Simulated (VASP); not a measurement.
# CsI (Pm-3m) in VASP: single point with r2SCAN

Aim: the single point of CsI with r2SCAN.

All numbers are computed with VASP 6.6.1; they aren't measurements. Logs are shortened: lines on timing, memory, paths and dates and some standing lists are left out, and cuts for length are marked.

## 1. The cell of the first run

It takes space group Pm-3m (No. 221, cubic). The conventional cell has a = 4.567 Å, b = 4.567 Å, c = 4.567 Å, α = 90.00°, β = 90.00°, γ = 90.00°. Within 5.2 Å of Cs (site symmetry m-3m) lie 8 I at 3.95 Å and 6 Cs at 4.57 Å. I (site symmetry m-3m) has 8 Cs at 3.95 Å and 6 I at 4.57 Å within 5.2 Å.

## 2. Single point, r2SCAN

Contents of POSCAR:

```
CsI
1.0
    4.5667000000      0.0000000000      0.0000000000
    0.0000000000      4.5667000000      0.0000000000
    0.0000000000      0.0000000000      4.5667000000
Cs I
1 1
Direct
    0.0000000000      0.0000000000      0.0000000000
    0.5000000000      0.5000000000      0.5000000000
```

Contents of INCAR.step1:

```
ALGO = Normal
EDIFF = 1E-5
ENCUT = 550
GGA = PE
GGA_COMPAT = F
ISMEAR = 0
LASPH = T
LCHARG = F
LREAL = F
LWAVE = T
NBANDS = 15
NELM = 120
PREC = Accurate
SIGMA = 0.05
```

Contents of INCAR.step2:

```
ALGO = Normal
EDIFF = 1E-6
ENCUT = 550
GGA_COMPAT = F
ISIF = 2
ISMEAR = 0
ISTART = 1
LASPH = T
LCHARG = F
LMIXTAU = T
LREAL = F
LWAVE = F
METAGGA = R2SCAN
NBANDS = 15
NELM = 120
PREC = Accurate
SIGMA = 0.05
```

Contents of KPOINTS:

```
k-points
0
Gamma
  6 6 6
```

Potentials or basis: VASP PAW PBE potentials, release 64 (Cs_sv, I).

Command:

```console
$ cat potpaw_PBE.64/Cs_sv/POTCAR potpaw_PBE.64/I/POTCAR > POTCAR
$ cp INCAR.step1 INCAR
$ mpirun -np 1 vasp_std > vasp.out
$ cp INCAR.step2 INCAR
$ mpirun -np 1 vasp_std > vasp.out
```

OUTCAR:

```text
EDIFF = 1E-6
   ENCUT = 550
   ISIF = 2
   ISMEAR = 0
   ISTART = 1
   LASPH = T
   LREAL = F
   METAGGA = R2SCAN
   NELM = 120
   PREC = Accurate

 ion  position               nearest neighbor table
   1  0.000  0.000  0.000-
   2  0.500  0.500  0.500-

  LATTYP: Found a simple cubic cell.
 ALAT       =     4.5667000000

  Lattice vectors:

 A1 = (   4.5667000000,   0.0000000000,   0.0000000000)
 A2 = (   0.0000000000,   4.5667000000,   0.0000000000)
 A3 = (   0.0000000000,   0.0000000000,   4.5667000000)

Analysis of symmetry for initial positions (statically):
=====================================================================
 Subroutine PRICEL returns:
 Original cell was already a primitive cell.

 Routine SETGRP: Setting up the symmetry group for a
 simple cubic supercell.

 Subroutine GETGRP returns: Found 48 space group operations
 (whereof 48 operations were pure point group operations)
 out of a pool of 48 trial point group operations.

The static configuration has the point symmetry O_h .

Analysis of symmetry for dynamics (positions and initial velocities):
=====================================================================
 Subroutine PRICEL returns:
 Original cell was already a primitive cell.

 Routine SETGRP: Setting up the symmetry group for a
 simple cubic supercell.

 Subroutine GETGRP returns: Found 48 space group operations
 (whereof 48 operations were pure point group operations)
 out of a pool of 48 trial point group operations.

The dynamic configuration has the point symmetry O_h .

 Subroutine INISYM returns: Found 48 space group operations
 (whereof 48 operations are pure point group operations),
 and found     1 'primitive' translations

----------------------------------------------------------------------------------------

                                     Primitive cell

  volume of cell :      95.2374

  direct lattice vectors                    reciprocal lattice vectors
     4.566700000  0.000000000  0.000000000     0.218976504  0.000000000  0.000000000
     0.000000000  4.566700000  0.000000000     0.000000000  0.218976504  0.000000000
     0.000000000  0.000000000  4.566700000     0.000000000  0.000000000  0.218976504

  length of vectors
     4.566700000  4.566700000  4.566700000     0.218976504  0.218976504  0.218976504

  position of ions in fractional coordinates (direct lattice)
     0.000000000  0.000000000  0.000000000
     0.500000000  0.500000000  0.500000000

  ion indices of the primitive-cell ions
   primitive index   ion index
                 1           1
                 2           2

----------------------------------------------------------------------------------------

 KPOINTS: k-points

Automatic generation of k-mesh.
 Grid dimensions read from file:
 generate k-points for:    6    6    6

 Generating k-lattice:

  Cartesian coordinates                     Fractional coordinates (reciprocal lattice)
     0.036496084  0.000000000  0.000000000     0.166666667  0.000000000  0.000000000
     0.000000000  0.036496084  0.000000000     0.000000000  0.166666667  0.000000000
     0.000000000  0.000000000  0.036496084     0.000000000  0.000000000  0.166666667

  Length of vectors
     0.036496084  0.036496084  0.036496084

  Shift w.r.t. Gamma in fractional coordinates (k-lattice)
     0.000000000  0.000000000  0.000000000

 Subroutine IBZKPT returns following result:
 ===========================================

 Found     20 irreducible k-points:

 Following reciprocal coordinates:
            Coordinates               Weight
  0.000000  0.000000  0.000000      1.000000
  0.166667  0.000000  0.000000      6.000000
  0.333333  0.000000  0.000000      6.000000
  0.500000  0.000000  0.000000      3.000000
  0.166667  0.166667  0.000000     12.000000
  0.333333  0.166667  0.000000     24.000000
[... 12 lines left out ...]
  0.500000  0.500000  0.333333      6.000000
  0.500000  0.500000  0.500000      1.000000
   k-points           NKPTS =     20   k-points in BZ     NKDIM =     20   number of bands    NBANDS=     15
   number of dos      NEDOS =    301   number of ions     NIONS =      2
   total plane-waves  NPLWV =  46656
   dimension x,y,z NGX =    36 NGY =   36 NGZ =   36
   dimension x,y,z NGXF=    72 NGYF=   72 NGZF=   72
   ions per type =               1   1
   NGX,Y,Z   is equivalent  to a cutoff of  13.11, 13.11, 13.11 a.u.
   NGXF,Y,Z  is equivalent  to a cutoff of  26.21, 26.21, 26.21 a.u.
 SYSTEM =  unknown system
   PREC   = accura    normal or accurate (medium, high low for compatibility)
   ISTART =      1    job   : 0-new  1-cont  2-samecut
   ICHARG =      0    charge: 1-file 2-atom 10-const
   ISPIN  =      1    spin polarized calculation?
   LNONCOLLINEAR =      F non collinear calculations
   LSORBIT =      F    spin-orbit coupling
   LASPH  =      T    aspherical Exc in radial PAW
   ENCUT  =  550.0 eV  40.42 Ry    6.36 a.u.   8.73  8.73  8.73*2*pi/ulx,y,z
   NELM   =    120;   NELMIN=  2; NELMDL=  0     # of ELM steps
   EDIFF  = 0.1E-05   stopping-criterion for ELM
   LREAL  =      F    real-space projection
   EDIFFG = 0.1E-04   stopping-criterion for IOM
   NSW    =      0    number of steps for IOM
   IBRION =     -1    ionic relax: 0-MD 1-quasi-New 2-CG
   NFREE  =      0    steps in history (QN), initial steepest desc. (CG)
   ISIF   =      2    stress and relaxation
   ISYM   =      2    0-nonsym 1-usesym 2-fastsym
   POTIM  = 0.5000    time-step for ionic-motion
   TEBEG  =    0.0;   TEEND  =   0.0 temperature during run
   PSTRESS=    0.0 pullay stress
   NELECT =      16.0000    total number of electrons
   NUPDOWN=      -1.0000    fix difference up-down
   EMIN   =  10.00;   EMAX   =-10.00  energy-range for DOS
   EFERMI =   0.00;   METHOD = LEGACY
   ISMEAR =     0;   SIGMA  =   0.05  broadening in eV -4-tet -1-fermi 0-gaus
   EFERMI_NEDOS =   21; number of points for ismear=-14 and -15
   IALGO  =     38    algorithm
   IMIX   =      4    mixing-type and parameters
     AMIX     =   0.40;   BMIX     =  1.00
     AMIX_MAG =   1.60;   BMIX_MAG =  1.00
  volume/ion in A,a.u.               =      47.62       321.35
  Fermi-wavevector in a.u.,A,eV,Ry     =   0.903328  1.707043 11.102385  0.816002
  Thomas-Fermi vector in A             =   2.026641
   LORBIT       =      0    0 simple, 1 ext, 2 COOP (PROOUT), +10 PAW based schemes
   METAGGA = R2SCAN    functional components
   LHFCALC =     F    Hartree Fock is set to
   AEXX    =    0.0000 exact exchange contribution
   IVDW    =     0    specifies the selected vdW correction
   LEPSILON=     F    determine dielectric tensor
   LRPA    =     F    only Hartree local field effects (RPA)
 non-spin polarized calculation
 Gauss-broadening in eV      SIGMA  =   0.05
  energy-cutoff  :      550.00
  volume of cell :       95.24
 maximum number of plane-waves:      2826
 NGX is ok and might be reduce to    36
   NGX = 17   NGY = 17   NGZ = 17

 number of electron      16.0000003 magnetization

 Free energy of the ion-electron system (eV)
  ---------------------------------------------------
  ext. energy  EPLUGINS =         0.00000000
  ---------------------------------------------------
  free energy    TOTEN  =       -53.12187922 eV

  energy without entropy =      -53.12187922  energy(sigma->0) =      -53.12187922

 E-fermi :   0.7549     XC(G=0):  -8.1217

 val. band max:        0.5118757436   @ k =   0.5000   0.5000   0.0000
 cond. band min:       5.1108557337   @ k =   0.0000   0.0000   0.0000
 fundamental gap:      4.5989799901
 Fermi energy:         0.7549426312

 k-point     1 :       0.0000    0.0000    0.0000
  band No.  band energies     occupation
      1     -20.4506      2.00000
      2     -10.4542      2.00000
      3      -6.7780      2.00000
      4      -6.7780      2.00000
      5      -6.7780      2.00000
      6       0.4238      2.00000
      7       0.4238      2.00000
      8       0.4238      2.00000
      9       5.1109      0.00000
     10       5.1232      0.00000
     11       5.1232      0.00000
     12       8.9129      0.00000
     13       8.9129      0.00000
     14       8.9129      0.00000
     15      11.2984      0.00000

 k-point     2 :       0.1667    0.0000    0.0000
  band No.  band energies     occupation
      1     -20.4441      2.00000
      2     -10.4571      2.00000
      3      -6.8145      2.00000
      4      -6.7621      2.00000
      5      -6.7621      2.00000
      6      -0.0322      2.00000
      7       0.3872      2.00000
      8       0.3872      2.00000
      9       5.2946      0.00000
     10       5.6002      0.00000
     11       5.8283      0.00000
     12       8.8320      0.00000
     13       8.8320      0.00000
     14       9.0452      0.00000
     15      10.1121      0.00000

 k-point     3 :       0.3333    0.0000    0.0000
  band No.  band energies     occupation
      1     -20.4310      2.00000
      2     -10.4654      2.00000
      3      -6.8749      2.00000
      4      -6.7298      2.00000
      5      -6.7298      2.00000
      6      -0.7425      2.00000
      7       0.3118      2.00000
      8       0.3118      2.00000
      9       5.7653      0.00000
     10       6.7936      0.00000
     11       7.1636      0.00000
     12       8.6223      0.00000
     13       8.8706      0.00000
     14       8.8706      0.00000
     15       9.3760      0.00000
[... 271 lines left out ...]
 k-point    19 :       0.5000    0.5000    0.3333
  band No.  band energies     occupation
      1     -20.3847      2.00000
      2     -10.1891      2.00000
      3      -7.0591      2.00000
      4      -7.0591      2.00000
      5      -6.9448      2.00000
      6      -0.6992      2.00000
      7      -0.6992      2.00000
      8      -0.5360      2.00000
      9       7.1622      0.00000
     10       7.7707      0.00000
     11       7.7707      0.00000
     12       8.2678      0.00000
     13       9.7462      0.00000
     14       9.7462      0.00000
     15      10.8612      0.00000

 k-point    20 :       0.5000    0.5000    0.5000
  band No.  band energies     occupation
      1     -20.3792      2.00000
      2     -10.1600      2.00000
      3      -7.0296      2.00000
      4      -7.0296      2.00000
      5      -7.0296      2.00000
      6      -0.8075      2.00000
      7      -0.8075      2.00000
      8      -0.8075      2.00000
      9       8.2601      0.00000
     10       8.2601      0.00000
     11       8.2601      0.00000
     12       9.0416      0.00000
     13       9.0416      0.00000
     14       9.0416      0.00000
     15      10.9044      0.00000

------------------------ aborting loop because EDIFF is reached ----------------------------------------

  FORCE on cell =-STRESS in cart. coord.  units (eV):
  Direction    XX          YY          ZZ          XY          YZ          ZX
  --------------------------------------------------------------------------------------
  -------------------------------------------------------------------------------------
  Total        0.2458872      0.2458872      0.2458872     -0.0000000     -0.0000000     -0.0000000
  in kB        4.1365570      4.1365570      4.1365570     -0.0000000     -0.0000000     -0.0000000
  external PRESSURE =       4.1365570 kB  Pullay stress =       0.0000000 kB

 VOLUME and BASIS-vectors are now :
 -----------------------------------------------------------------------------
  energy-cutoff  :      550.00
  volume of cell :       95.24
      direct lattice vectors                 reciprocal lattice vectors
     4.566700000  0.000000000  0.000000000     0.218976504  0.000000000  0.000000000
     0.000000000  4.566700000  0.000000000     0.000000000  0.218976504  0.000000000
     0.000000000  0.000000000  4.566700000     0.000000000  0.000000000  0.218976504

 POSITION                                       TOTAL-FORCE (eV/Angst)
 -----------------------------------------------------------------------------------
      0.00000      0.00000      0.00000         0.000000      0.000000      0.000000
      2.28335      2.28335      2.28335         0.000000      0.000000      0.000000
 -----------------------------------------------------------------------------------
    total drift:                               -0.000000      0.000000      0.000000

  FREE ENERGIE OF THE ION-ELECTRON SYSTEM (eV)
  ---------------------------------------------------
  free  energy   TOTEN  =       -53.1218792207 eV

  energy  without entropy=      -53.1218792207  energy(sigma->0) =      -53.12187922
```

It used 180 s of CPU time on 1 thread of AMD EPYC 7R13 Processor (Zen 3) (shared host).

Results:

* Free energy: -53.1219 eV
* Pressure: 0.4 GPa
* Band gap on the k mesh: 4.60 eV, indirect (least direct gap 4.69 eV)

Caveat: the PAW data sets were made with another functional, which shifts forces and pressure a little; spin-orbit coupling is left out, which moves the levels of the heavy elements. A k mesh can miss the band edges.
